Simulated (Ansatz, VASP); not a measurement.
One calculation of Au, two programs

Contents of INCAR:

```
SYSTEM = Au
PREC = Accurate
ENCUT = 520
EDIFF = 1E-6
ISMEAR = -1
SIGMA = 0.05
LREAL = .FALSE.
LASPH = .TRUE.
NELM = 60
ALGO = Normal
ISIF = 2
LWAVE = .FALSE.
LCHARG = .TRUE.
GGA = PE
LELF = .TRUE.
LVHAR = .TRUE.
NBANDS = 12
```

KPOINTS

```
Automatic mesh
0
G
  10 10 10
  0 0 0
```

POSCAR

```
Au
1.0
    0.0000000000      2.0878806309      2.0878806309
    2.0878806309      0.0000000000      2.0878806309
    2.0878806309      2.0878806309      0.0000000000
Au
1
Direct
    0.0000000000      0.0000000000      0.0000000000
```

Input for Ansatz:

```yaml
crystal:
  lattice:
    - [0.0, 2.087880630892247, 2.087880630892247]
    - [2.087880630892247, 0.0, 2.087880630892247]
    - [2.087880630892247, 2.087880630892247, 0.0]
  atoms:
    - { symbol: Au, position: [0.0, 0.0, 0.0] }
basis:
  ecutwfc: 500.0
kpoints:
  mp_grid:
    grid: [10, 10, 10]
hamiltonian:
  xc: pbe
scf:
  occupations:
    method: fermi_dirac
    width: 0.05
output:
  stress: true
```

Alike in both runs: task single point; functional PBE; k mesh 10 × 10 × 10; occupations fermi-dirac, width 0.05 eV; no spin polarisation.

```csv
,VASP,Ansatz
version,VASP 6.6.1,Ansatz 0.2.0
potentials or method,"VASP PAW PBE potentials, release 64 (Au), cutoff 520 eV","plane waves, PAW"
valence electrons in the cell,11,19
```

```csv
,VASP,Ansatz,Ansatz less VASP
pressure (GPa),-1.5,-1.3,+0.23
```

VASP's potentials hold 11 valence electrons a cell and Ansatz's 19, so a difference there can come from the potentials and not from the codes.

Spin-orbit coupling is off throughout.
